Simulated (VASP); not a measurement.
Mg: single point with PBEsol

The system is Mg.

```
Mg
1.0
     3.63033    0.00000    0.00000
    -1.81516    2.77931    0.00000
     0.00000    0.00000    5.21033
Mg
2
Direct
  0.33333 0.66667 0.25000
  0.66667 0.33333 0.75000
```

This cell differs from its parent crystal: strain +0.1312 x Voigt [1, 0, 0, 0, 0, 0].

```json
{
 "Program": "VASP 6.6.1",
 "Task": "single point",
 "Functional": "PBEsol",
 "Potentials or basis": "VASP PAW PBE potentials, release 64 (Mg)",
 "Cutoff": "520 eV",
 "k mesh": "18 × 18 × 10",
 "Occupations": "gaussian, width 0.15 eV",
 "Spin": "no spin polarisation",
 "Dipole correction": "no",
 "Further INCAR settings": "ALGO = Fast; EDIFF = 1e-06; NBANDS = 9"
}
```

- Pressure: -4.0 GPa
- Largest force: 0.086 eV/Å
- Band gap on the k mesh: zero (band 2 reaches 3.12 eV, above the bottom of band 3 at 1.12 eV)

Forces on the atoms (eV/Å):
```
Mg   0.000 -0.086  0.000
Mg   0.000  0.086  0.000
```

Stress tensor (GPa, compression positive):
```
-5.51  0.00  0.00
 0.00 -3.17  0.00
 0.00  0.00 -3.21
```

Levels at points of the mesh, in eV from the Fermi level:
| k point | band 1 | band 2 | band 3 | band 4 | band 5 |
| --- | --- | --- | --- | --- | --- |
| (0.00, 0.00, 0.00) | -6.35 | -1.15 | -0.68 | 8.46 | 8.54 |
| (0.50, 0.00, 0.00) | -2.48 | -2.21 | 2.30 | 2.97 | 3.14 |
| (0.00, 0.50, 0.00) | -1.61 | -1.56 | 3.22 | 3.47 | 3.81 |
| (0.00, 0.00, 0.50) | -4.97 | -4.97 | 5.55 | 5.55 | 9.39 |
| (0.50, 0.00, 0.50) | -1.21 | -1.21 | -0.78 | -0.78 | 7.74 |
| (0.00, 0.50, 0.50) | -0.56 | -0.56 | 0.10 | 0.10 | 5.43 |

It took 3.8 min on 1 thread of Intel(R) Xeon(R) Platinum 8259CL CPU @ 2.50GHz (Skylake/Cascade Lake) (shared host), peak memory 0.37 GiB.

Caveat: the cell differs from its parent crystal (strain +0.1312 x Voigt [1, 0, 0, 0, 0, 0]); the PAW data sets were made with another functional, which shifts forces and pressure a little.
